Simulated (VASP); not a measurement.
Set up this calculation in VASP 6.6.1, as the native input.

```yaml
Task: single point
Functional: PBE
Potentials_or_basis: VASP PAW PBE potentials, release 64 (K_sv, Hf_pv, O)
Cutoff: 520 eV
k_mesh: 6 × 6 × 4
Occupations: gaussian, width 0.1 eV
Spin: no spin polarisation
Dipole_correction: no
Further_INCAR_settings: ALGO = Normal; EDIFF = 1e-06; NBANDS = 24
```

The structure of KHfO2 lies in POSCAR:

```
KHfO2
1.0
    3.7388471155      0.0000000000      0.0000000000
   -1.8694235577      3.2379365829      0.0000000000
    0.0000000000      0.0000000000      7.2906037251
K Hf O
1 1 2
Direct
    0.0000000000      0.0000000000      0.5000000000
    0.0000000000      0.0000000000      0.0000000000
    0.6666666667      0.3333333333      0.5000000000
    0.3333333333      0.6666666667      0.0000000000
```

The input as run:

INCAR

```
SYSTEM = KHfO2
PREC     = Accurate       ! precision mode
ENCUT    = 520            ! plane-wave cutoff, eV
EDIFF    = 1E-6           ! SCF threshold, eV
ISMEAR   = 0              ! smearing method
SIGMA    = 0.1            ! smearing width, eV
LREAL    = .FALSE.        ! projectors in reciprocal space
LASPH    = .TRUE.         ! aspherical terms in the spheres
NELM     = 100            ! most SCF steps
ALGO     = Normal         ! electronic algorithm
ISIF     = 2              ! what is computed and relaxed
LWAVE    = .FALSE.        ! write WAVECAR
LCHARG   = .FALSE.        ! write CHGCAR
GGA      = PE             ! functional
NBANDS   = 24             ! bands
```

KPOINTS

```
regular mesh
0
G
  6 6 4
  0 0 0
```

Potentials or basis: VASP PAW PBE potentials, release 64 (K_sv, Hf_pv, O).

Launch:

```bash
$ cat potpaw_PBE.64/K_sv/POTCAR potpaw_PBE.64/Hf_pv/POTCAR potpaw_PBE.64/O/POTCAR > POTCAR
$ mpirun -np 1 vasp_std > vasp.out
```

Results of the run:

```json
{
  "Pressure": "0.0 GPa"
}
```

Caveat: an odd number of electrons without spin polarisation forces a metal; a magnetic or distorted state may lie lower.

Wall time 42 s on 1 thread of Intel(R) Xeon(R) Platinum 8488C (Sapphire Rapids) (shared host), peak memory 0.22 GiB.
